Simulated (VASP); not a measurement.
Write the native input for VASP 6.6.1 that does the following.

```yaml
Task: single point
Functional: PBE
Potentials_or_basis: VASP PAW PBE potentials, release 64 (Li_sv, F)
Cutoff: 750 eV
k_mesh: 10 × 10 × 10
Occupations: gaussian, width 0.02 eV
Spin: no spin polarisation
Dipole_correction: no
Further_INCAR_settings: ALGO = Normal; EDIFF = 1e-06; NBANDS = 12
```

The structure of LiF lies in POSCAR:

```
LiF
1.0
    0.0000000000      1.9865547229      1.9865547229
    1.9865547229      0.0000000000      1.9865547229
    1.9865547229      1.9865547229      0.0000000000
Li F
1 1
Direct
    0.0000000000      0.0000000000      0.0000000000
    0.5000000000      0.5000000000      0.5000000000
```

The input as run:

INCAR

```
SYSTEM = LiF
PREC = Accurate
ENCUT = 750
EDIFF = 1E-6
ISMEAR = 0
SIGMA = 0.02
LREAL = .False.
LASPH = .True.
NELM = 120
ALGO = Normal
ISIF = 2
LWAVE = .False.
LCHARG = .True.
GGA = PE
LELF = .True.
LVHAR = .True.
NBANDS = 12
GGA_COMPAT = .False.
```

KPOINTS

```
regular mesh
0
Gamma
  10 10 10
  0 0 0
```

Potentials or basis: VASP PAW PBE potentials, release 64 (Li_sv, F).

Run with:

```bash
$ cat potpaw_PBE.64/Li_sv/POTCAR potpaw_PBE.64/F/POTCAR > POTCAR
$ mpirun -np 1 vasp_std > vasp.out
```

It gave:

```yaml
Pressure: 4.8 GPa
Band_gap_on_the_k_mesh: 9.45 eV
```

Caveat: the cell stands under pressure.

It took 14 s on 1 thread of Intel(R) Xeon(R) Platinum 8488C (Sapphire Rapids), with other jobs on the host, peak memory 0.15 GiB.
